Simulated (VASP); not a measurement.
Crystal: LiBr.

```
Li Br
1.0
     0.00000    2.74450    2.74450
     2.74450    0.00000    2.74450
     2.74450    2.74450    0.00000
Li Br
1 1
Direct
  0.00000 0.00000 0.00000
  0.50000 0.50000 0.50000
```

| Item | Value |
| --- | --- |
| Program | VASP 6.6.1 |
| Task | relaxation of cell and atoms |
| Functional | PBE |
| Dispersion | D3(BJ) |
| Potentials or basis | VASP PAW PBE potentials, release 64 (Li_sv, Br) |
| Cutoff | 750 eV |
| k mesh | 8 × 8 × 8 |
| Occupations | gaussian, width 0.02 eV |
| Spin | no spin polarisation |

At the start: pressure -1.7 GPa; volume 20.67 Å³/atom.

How do energy, volume and symmetry change on relaxing?

Over 3 steps the energy falls by 6.9 meV/atom and the volume is 19.47 Å³/atom (-5.8 %); space group Fm-3m (No. 225, to 0.1 Å) before and after.

Step by step:
| step | energy change (eV) | largest force (eV/Å) | pressure (GPa) | volume (Å³) |
| --- | --- | --- | --- | --- |
| 1 | 0.0000 | 0.0000 | -1.69 | 41.34 |
| 2 | -0.0105 | 0.0000 | -0.89 | 40.06 |
| 3 | -0.0139 | 0.0000 | -0.07 | 38.94 |

Final structure:
```yaml
crystal:
  lattice:
    - [0.00000, 2.69032, 2.69032]
    - [2.69032, 0.00000, 2.69032]
    - [2.69032, 2.69032, 0.00000]
  atoms:
    - { symbol: Li, position: [0.00000, 0.00000, 0.00000] }
    - { symbol: Br, position: [0.50000, 0.50000, 0.50000] }
```
